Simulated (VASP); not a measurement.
# GeAsO4 (I-4) in VASP: single point with PBE

Aim: the single point of GeAsO4 with PBE.

Everything below comes from runs of VASP 6.6.1. Logs are shortened: lines on timing, memory, paths and dates and some standing lists are left out, and cuts for length are marked.

## (1) The cell of the first run

The structure is tetragonal, space group I-4 (No. 82). The conventional cell has a = 4.800 Å, b = 4.800 Å, c = 7.324 Å, α = 90.00°, β = 90.00°, γ = 90.00°. O (site symmetry 1) has 1 Ge at 1.58 Å and 1 As at 1.80 Å within 2.1 Å. As (site symmetry -4) has 4 O at 1.80 Å within 2.4 Å. Within 2.1 Å of Ge (site symmetry -4) lie 4 O at 1.58 Å.

## (2) Single point, PBE

File INCAR:

```
SYSTEM = GeAsO4
PREC = Accurate ; ENCUT = 520
EDIFF = 1E-6 ; ISMEAR = -1
SIGMA = 0.1 ; LREAL = .False.
LASPH = .True. ; NELM = 80
ALGO = Normal ; ISIF = 2
LWAVE = .False. ; LCHARG = .False.
GGA = PE ; NBANDS = 30
```

File KPOINTS:

```
Automatic mesh
0
Gamma
  8 8 8
  0 0 0
```

File POSCAR:

```
GeAsO4
1.0
    0.0000000000      4.7998340000      0.0000000000
    4.7998340000      0.0000000000      0.0000000000
    2.3999170000      2.3999170000     -3.6618060000
O As Ge
4 1 1
Direct
    0.4058900000      0.2902200000      0.7352400000
    0.7097800000      0.1411300000      0.2647600000
    0.8588700000      0.9745400000      0.7352400000
    0.0254600000      0.5941100000      0.2647600000
    0.0000000000      0.0000000000      0.0000000000
    0.7500000000      0.2500000000      0.5000000000
```

Potentials or basis: VASP PAW PBE potentials, release 64 (O, As, Ge_d).

On the command line:

```bash
$ cat potpaw_PBE.64/O/POTCAR potpaw_PBE.64/As/POTCAR potpaw_PBE.64/Ge_d/POTCAR > POTCAR
$ mpirun -np 1 vasp_std > vasp.out
```

OUTCAR:

```text
SYSTEM = GeAsO4
   PREC = Accurate
   ENCUT = 520
   EDIFF = 1E-6
   ISMEAR = -1
   LREAL = .False.
   LASPH = .True.
   NELM = 80
   ISIF = 2
   GGA = PE

 ion  position               nearest neighbor table
   1  0.406  0.290  0.735-   6 1.58   5 1.80
   2  0.710  0.141  0.265-   6 1.58   5 1.80
   3  0.859  0.975  0.735-   6 1.58   5 1.80
   4  0.025  0.594  0.265-   6 1.58   5 1.80
   5  0.000  0.000  0.000-   1 1.80   2 1.80   3 1.80   4 1.80
   6  0.750  0.250  0.500-   1 1.58   2 1.58   3 1.58   4 1.58

  LATTYP: Found a body centered tetragonal cell.
 ALAT       =     4.7998340000
 C/A-ratio  =     1.5258052674

  Lattice vectors:

 A1 = (  -2.3999170000,   2.3999170000,   3.6618060000)
 A2 = (   2.3999170000,  -2.3999170000,   3.6618060000)
 A3 = (   2.3999170000,   2.3999170000,  -3.6618060000)

Analysis of symmetry for initial positions (statically):
=====================================================================
 Subroutine PRICEL returns:
 Original cell was already a primitive cell.

 Routine SETGRP: Setting up the symmetry group for a
 body centered tetragonal supercell.

 Subroutine GETGRP returns: Found  4 space group operations
 (whereof  4 operations were pure point group operations)
 out of a pool of 16 trial point group operations.

The static configuration has the point symmetry S_4 .

Analysis of symmetry for dynamics (positions and initial velocities):
=====================================================================
 Subroutine PRICEL returns:
 Original cell was already a primitive cell.

 Routine SETGRP: Setting up the symmetry group for a
 body centered tetragonal supercell.

 Subroutine GETGRP returns: Found  4 space group operations
 (whereof  4 operations were pure point group operations)
 out of a pool of 16 trial point group operations.

The dynamic configuration has the point symmetry S_4 .

 Subroutine INISYM returns: Found  4 space group operations
 (whereof  4 operations are pure point group operations),
 and found     1 'primitive' translations

----------------------------------------------------------------------------------------

                                     Primitive cell

  volume of cell :      84.3622

[... 94 lines left out ...]
   ENCUT  =  520.0 eV  38.22 Ry    6.18 a.u.   8.92  8.92  9.28*2*pi/ulx,y,z
   NELM   =     80;   NELMIN=  2; NELMDL= -5     # of ELM steps
   EDIFF  = 0.1E-05   stopping-criterion for ELM
   LREAL  =      F    real-space projection
   EDIFFG = 0.1E-04   stopping-criterion for IOM
   NSW    =      0    number of steps for IOM
   IBRION =     -1    ionic relax: 0-MD 1-quasi-New 2-CG
   NFREE  =      0    steps in history (QN), initial steepest desc. (CG)
   ISIF   =      2    stress and relaxation
   ISYM   =      2    0-nonsym 1-usesym 2-fastsym
   POTIM  = 0.5000    time-step for ionic-motion
   TEBEG  =    0.0;   TEEND  =   0.0 temperature during run
   PSTRESS=    0.0 pullay stress
   NELECT =      43.0000    total number of electrons
   NUPDOWN=      -1.0000    fix difference up-down
   EMIN   =  10.00;   EMAX   =-10.00  energy-range for DOS
   EFERMI =   0.00;   METHOD = LEGACY
   ISMEAR =    -1;   SIGMA  =   0.10  broadening in eV -4-tet -1-fermi 0-gaus
   EFERMI_NEDOS =   21; number of points for ismear=-14 and -15
   IALGO  =     38    algorithm
   IMIX   =      4    mixing-type and parameters
     AMIX     =   0.40;   BMIX     =  1.00
     AMIX_MAG =   1.60;   BMIX_MAG =  1.00
  volume/ion in A,a.u.               =      14.06        94.88
  Fermi-wavevector in a.u.,A,eV,Ry     =   1.307721  2.471234 23.267785  1.710134
  Thomas-Fermi vector in A             =   2.438436
   LORBIT       =      0    0 simple, 1 ext, 2 COOP (PROOUT), +10 PAW based schemes
   GGA     = PE    functional components
   LHFCALC =     F    Hartree Fock is set to
   AEXX    =    0.0000 exact exchange contribution
   IVDW    =     0    specifies the selected vdW correction
   LEPSILON=     F    determine dielectric tensor
   LRPA    =     F    only Hartree local field effects (RPA)
 non-spin polarized calculation
  energy-cutoff  :      520.00
  volume of cell :       84.36
 maximum number of plane-waves:      2312
   NGX = 17   NGY = 17   NGZ = 19

 number of electron      42.9999990 magnetization

 Free energy of the ion-electron system (eV)
  ---------------------------------------------------
  ext. energy  EPLUGINS =         0.00000000
  ---------------------------------------------------
  free energy    TOTEN  =       -32.56830885 eV

  energy without entropy =      -32.47482274  energy(sigma->0) =      -32.52156580

 E-fermi :   4.2577     XC(G=0):  -9.1981

 val. band max:        4.2552251031   @ k =  -0.3750   0.3750   0.1250
 cond. band min:       4.2610794417   @ k =   0.5000   0.1250   0.0000
 fundamental gap:      0.0058543386
 Fermi energy:         4.2576773853

 k-point     1 :       0.0000    0.0000    0.0000
  band No.  band energies     occupation
      1     -22.3831      2.00000
      2     -22.2998      2.00000
      3     -22.2998      2.00000
      4     -21.5220      2.00000
      5     -21.5162      2.00000
      6     -19.7631      2.00000
[... 781 lines left out ...]
     29      12.5292      0.00000
     30      12.7474      0.00000

 [... further k-points ...]

------------------------ aborting loop because EDIFF is reached ----------------------------------------

  FORCE on cell =-STRESS in cart. coord.  units (eV):
  Direction    XX          YY          ZZ          XY          YZ          ZX
  --------------------------------------------------------------------------------------
  -------------------------------------------------------------------------------------
  Total       24.5533908     24.5533908     21.4167963     -0.0000002      0.0000000      0.0000000
  in kB      466.3095308    466.3095308    406.7404089     -0.0000041      0.0000000      0.0000000
  external PRESSURE =     446.4531569 kB  Pullay stress =       0.0000000 kB

 VOLUME and BASIS-vectors are now :
 -----------------------------------------------------------------------------
  energy-cutoff  :      520.00
  volume of cell :       84.36
      direct lattice vectors                 reciprocal lattice vectors
     0.000000000  4.799834000  0.000000000     0.000000000  0.208340538  0.136544645
     4.799834000  0.000000000  0.000000000     0.208340538  0.000000000  0.136544645
     2.399917000  2.399917000 -3.661806000     0.000000000  0.000000000 -0.273089290

 POSITION                                       TOTAL-FORCE (eV/Angst)
 -----------------------------------------------------------------------------------
      3.15752      3.71272     -2.69231         4.507201     -5.147031     -4.222166
      1.31280      4.04223     -0.96950        -5.147031     -4.507201      4.222166
      6.44215      5.88695     -2.69231        -4.507201      5.147031     -4.222166
      3.48703      0.75761     -0.96950         5.147031      4.507201      4.222166
      0.00000      0.00000      0.00000         0.000000      0.000000      0.000000
      2.39992      4.79983     -1.83090         0.000000      0.000000      0.000000
 -----------------------------------------------------------------------------------
    total drift:                                0.000060      0.000010     -0.000002

  FREE ENERGIE OF THE ION-ELECTRON SYSTEM (eV)
  ---------------------------------------------------
  free  energy   TOTEN  =       -32.5683088518 eV

  energy  without entropy=      -32.4748227416  energy(sigma->0) =      -32.52156580
```

OSZICAR:

```text
N       E                     dE             d eps       ncg     rms          rms(c)
DAV:   1     0.428246085679E+03    0.42825E+03   -0.21788E+04  6188   0.264E+03
DAV:   2     0.215649221122E+02   -0.40668E+03   -0.38616E+03  5550   0.808E+02
DAV:   3    -0.366606142607E+02   -0.58226E+02   -0.57656E+02  5294   0.164E+02
DAV:   4    -0.399544523823E+02   -0.32938E+01   -0.32873E+01  5968   0.472E+01
DAV:   5    -0.400191897052E+02   -0.64737E-01   -0.64720E-01  5368   0.616E+00    0.191E+01
DAV:   6    -0.325101812067E+02    0.75090E+01   -0.21733E+01  7104   0.680E+01    0.749E+00
DAV:   7    -0.326173859163E+02   -0.10720E+00   -0.21834E+00  5454   0.974E+00    0.478E+00
DAV:   8    -0.325869365987E+02    0.30449E-01   -0.25508E-01  7262   0.755E+00    0.954E-01
DAV:   9    -0.325670638436E+02    0.19873E-01   -0.96866E-02  7978   0.511E+00    0.227E-01
DAV:  10    -0.325681653014E+02   -0.11015E-02   -0.60527E-03  6062   0.739E-01    0.131E-01
DAV:  11    -0.325683009086E+02   -0.13561E-03   -0.50240E-04  6852   0.339E-01    0.519E-02
DAV:  12    -0.325683058139E+02   -0.49053E-05   -0.38355E-05  7078   0.955E-02    0.193E-02
DAV:  13    -0.325683086654E+02   -0.28516E-05   -0.13364E-05  7070   0.512E-02    0.411E-03
DAV:  14    -0.325683088518E+02   -0.18638E-06   -0.14704E-06  4122   0.112E-02
   1 F= -.32568309E+02 E0= -.32521566E+02  d E =-.934861E-01
```

stdout:

```text
POSCAR found type information on POSCAR O AsGe
 POSCAR found :  3 types and       6 ions
 scaLAPACK will be used
 LDA part: xc-table for (Slater+PW92), standard interpolation
 POSCAR, INCAR and KPOINTS ok, starting setup
 FFT: planning ... GRIDC
 FFT: planning ... GRID_SOFT
 FFT: planning ... GRID
 WAVECAR not read
 entering main loop
```

It took 5.2 min on 1 thread of Intel Xeon 8259CL, shared host; peak memory 0.34 GiB.

What came out:

```yaml
Free_energy: -32.5683 eV
Pressure: 44.6 GPa
Largest_force: 8.039 eV/Å
```

Forces in eV/Å, atoms in the order of the input:
```
O    4.507 -5.147 -4.222
O   -5.147 -4.507  4.222
O   -4.507  5.147 -4.222
O    5.147  4.507  4.222
As   0.000  0.000  0.000
Ge   0.000  0.000  0.000
```

Caveat: an odd number of electrons without spin polarisation forces a metal; a magnetic or distorted state may lie lower.
